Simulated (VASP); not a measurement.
Wanted: the native input for a VASP 6.6.1 run.

```yaml
Task: single point
Functional: r2SCAN
Potentials_or_basis: VASP PAW PBE potentials, release 64 (Pd)
Cutoff: 520 eV
k_mesh: 18 × 18 × 18
Occupations: gaussian, width 0.05 eV
Spin: no spin polarisation
Dipole_correction: no
Further_INCAR_settings: ALGO = Normal; EDIFF = 1e-06; NBANDS = 11
```

Crystal: Pd.

```xyz
1
Lattice="0.0000 1.9535 1.9535 1.9535 0.0000 1.9535 1.9535 1.9535 0.0000" Properties=species:S:1:pos:R:3 pbc="T T T"
Pd    0.0000    0.0000    0.0000
```

The input as run:

POSCAR

```
Pd
1.0
    0.0000000000      1.9535110034      1.9535110034
    1.9535110034      0.0000000000      1.9535110034
    1.9535110034      1.9535110034      0.0000000000
Pd
1
Direct
    0.0000000000      0.0000000000      0.0000000000
```

INCAR.step1

```
ALGO = Normal
EDIFF = 1E-4
ENCUT = 520
GGA = PE
ISMEAR = 0
LASPH = True
LCHARG = False
LREAL = False
LWAVE = True
NBANDS = 11
NELM = 60
PREC = Accurate
SIGMA = 0.05
```

INCAR.step2

```
ALGO = Normal
EDIFF = 1E-6
ENCUT = 520
ISIF = 2
ISMEAR = 0
ISTART = 1
LASPH = True
LCHARG = True
LELF = True
LMIXTAU = True
LREAL = False
LVHAR = True
LWAVE = False
METAGGA = R2SCAN
NBANDS = 11
NELM = 60
PREC = Accurate
SIGMA = 0.05
```

KPOINTS

```
k-points
0
Gamma
  18 18 18
```

Potentials or basis: VASP PAW PBE potentials, release 64 (Pd).

Command:

```console
$ cat potpaw_PBE.64/Pd/POTCAR > POTCAR
$ cp INCAR.step1 INCAR
$ mpirun -np 1 vasp_std > vasp.out
$ cp INCAR.step2 INCAR
$ mpirun -np 1 vasp_std > vasp.out
```

It gave:

```yaml
Pressure: 0.7 GPa
Band_gap_on_the_k_mesh: zero (band 5 reaches 9.73 eV, above the bottom of band 6 at 8.08 eV)
```

Caveat: the PAW data sets were made with another functional, which shifts forces and pressure a little.

Run time: 2.3 min on 1 thread of Intel Xeon 8259CL, on a shared host, peak memory 0.17 GiB.
